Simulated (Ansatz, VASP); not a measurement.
CuO: VASP beside Ansatz

Contents of INCAR:

```
SYSTEM = CuO
  PREC = Accurate
  ENCUT = 700
  EDIFF = 1E-6
  ISMEAR = -1
  SIGMA = 0.05
  LREAL = .False.
  LASPH = .True.
  NELM = 120
  ALGO = Normal
  ISIF = 2
  LWAVE = .False.
  LCHARG = .True.
  GGA = PE
  LELF = .True.
  LVHAR = .True.
  NBANDS = 33
  GGA_COMPAT = .False.
```

File KPOINTS:

```
Automatic mesh
0
Gamma
  8 8 6
  0 0 0
```

POSCAR

```
CuO
1.0
    3.1325781376      0.0000000000      0.0000000000
    0.0000000000      3.1325781376      0.0000000000
    0.0000000000      0.0000000000      4.5866926551
Cu O
2 2
Direct
    0.0000000000      0.0000000000      0.0000000000
    0.5000000000      0.5000000000      0.0000000000
    0.5000000000      0.0000000000      0.2670000000
    0.0000000000      0.5000000000      0.7330000000
```

Contents of input.yaml:

```yaml
crystal:
  lattice:
    - [3.1325781376, 0.0, 0.0]
    - [0.0, 3.1325781376, 0.0]
    - [0.0, 0.0, 4.5866926551]
  atoms:
    - { symbol: Cu, position: [0.0, 0.0, 0.0] }
    - { symbol: Cu, position: [0.5, 0.5, 0.0] }
    - { symbol: O, position: [0.5, 0.0, 0.267] }
    - { symbol: O, position: [0.0, 0.5, 0.733] }
hamiltonian:
  xc: pbe
  pseudopotentials: { kind: paw }
kpoints:
  mp_grid: { grid: [8, 8, 6] }
scf:
  occupations: { method: fermi_dirac, width: 0.05 }
output:
  forces: true
  stress: true
  eigenvalues: true
```

Alike in both runs: task single point; functional PBE; k mesh 8 × 8 × 6; occupations fermi-dirac, width 0.05 eV; no spin polarisation.

|  | VASP | Ansatz |
| --- | --- | --- |
| version | VASP 6.6.1 | Ansatz 0.2.0 |
| potentials or method | VASP PAW PBE potentials, release 64 (Cu_sv_GW, O) | Ansatz PAW |
| plane-wave cutoff (eV) | 700 | 420 |
| valence electrons in the cell | 50 | 50 |

|  | VASP | Ansatz | Ansatz less VASP |
| --- | --- | --- | --- |
| gap on the k mesh at the Fermi level (eV) | none | none | - |
| pressure (GPa) | 22.7 | 24.9 | +2.14 |
| traceless stress, the component that is largest in VASP (GPa) | -28.79 | -28.64 | +0.143 |
| rms of the force components (eV/Å) | 0.141 | 0.157 | +0.0163 |

Atom by atom the forces differ by 0.016 eV/Å (rms over components). A gap of «none» marks a metal or a gap that the smearing closes.
